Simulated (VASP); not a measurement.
Wanted: the native input for a VASP 6.6.1 run.

* Task: single point
* Functional: PBE
* Potentials or basis: VASP PAW PBE potentials, release 64 (Te, Sb, In_d)
* Cutoff: 520 eV
* k mesh: 7 × 7 × 3
* Occupations: fermi-dirac, width 0.05 eV
* Spin: no spin polarisation
* Dipole correction: no
* Further INCAR settings: ALGO = Normal; EDIFF = 1e-06; NBANDS = 37

The structure of In3SbTe2 lies in POSCAR:

```
In3SbTe2
1.0
    4.4280963236      0.0000000000      0.0000000000
   -2.2140481618      3.8348439066      0.0000000000
    0.0000000000      0.0000000000     10.7564470000
Te Sb In
2 1 3
Direct
    0.6666666667      0.3333333333      0.3283140000
    0.3333333333      0.6666666667      0.6716860000
    0.0000000000      0.0000000000      0.0000000000
    0.6666666667      0.3333333333      0.8430740000
    0.3333333333      0.6666666667      0.1569260000
    0.0000000000      0.0000000000      0.5000000000
```

These files were run (other wordings do the same):

INCAR

```
PREC = Accurate ; ENCUT = 520
EDIFF = 1E-6 ; ISMEAR = -1
SIGMA = 0.05 ; LREAL = False
LASPH = True ; NELM = 80
ALGO = Normal ; ISIF = 2
LWAVE = False ; LCHARG = False
GGA = PE ; NBANDS = 37
```

KPOINTS

```
Automatic mesh
0
Gamma
  7 7 3
```

Potentials or basis: VASP PAW PBE potentials, release 64 (Te, Sb, In_d).

Command:

```console
$ cat potpaw_PBE.64/Te/POTCAR potpaw_PBE.64/Sb/POTCAR potpaw_PBE.64/In_d/POTCAR > POTCAR
$ mpirun -np 1 vasp_std > vasp.out
```

It gave:

```json
{"Pressure": "-0.3 GPa", "Largest force": "0.144 eV/Å", "Band gap on the k mesh": "zero (bands 28 and 29 overlap by 1.14 eV)"}
```

Caveat: spin-orbit coupling is left out, which moves the levels of the heavy elements.

Wall time 4.4 min on 1 thread of Intel Xeon 8259CL, on a shared host, peak memory 0.39 GiB.
